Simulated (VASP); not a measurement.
Wanted: the native input for a VASP 6.6.1 run.

| Property | Result |
| --- | --- |
| Task | single point |
| Functional | PBE |
| Dispersion | D3(BJ) |
| Potentials or basis | VASP PAW PBE potentials, release 64 (P) |
| Cutoff | 520 eV |
| k mesh | 14 × 14 × 10 |
| Occupations | gaussian, width 0.1 eV |
| Spin | no spin polarisation |
| Dipole correction | no |
| Further INCAR settings | ALGO = Normal; EDIFF = 1e-06; NBANDS = 18 |

The structure of P lies in POSCAR:

```
P
1.0
    1.6612621655     -5.0957604046      0.0000000000
    1.6612621655      5.0957604046      0.0000000000
    0.0000000000      0.0000000000      4.1668622004
P
4
Direct
    0.1063803413      0.8936196587      0.9280971962
    0.6063803413      0.3936196587      0.5719028038
    0.8936196587      0.1063803413      0.0719028038
    0.3936196587      0.6063803413      0.4280971962
```

These files were run (other wordings do the same):

INCAR

```
SYSTEM = P
PREC = Accurate
ENCUT = 520
EDIFF = 1E-6
ISMEAR = 0
SIGMA = 0.1
LREAL = .False.
LASPH = .True.
NELM = 100
ALGO = Normal
ISIF = 2
LWAVE = .False.
LCHARG = .False.
GGA = PE
IVDW = 12
NBANDS = 18
```

KPOINTS

```
regular mesh
0
Gamma
  14 14 10
  0 0 0
```

Potentials or basis: VASP PAW PBE potentials, release 64 (P).

Run with:

```console
$ cat potpaw_PBE.64/P/POTCAR > POTCAR
$ mpirun -np 1 vasp_std > vasp.out
```

It gave:

| Property | Result |
| --- | --- |
| Pressure | -0.4 GPa |
| Largest force | 0.062 eV/Å |
| Band gap on the k mesh | zero (bands 10 and 11 overlap by 0.26 eV) |
| Dispersion energy per atom | -0.398 eV |

Run time: 3.4 min on 1 thread of Intel(R) Xeon(R) 6975P-C (Granite Rapids), with other jobs on the host, peak memory 0.43 GiB.
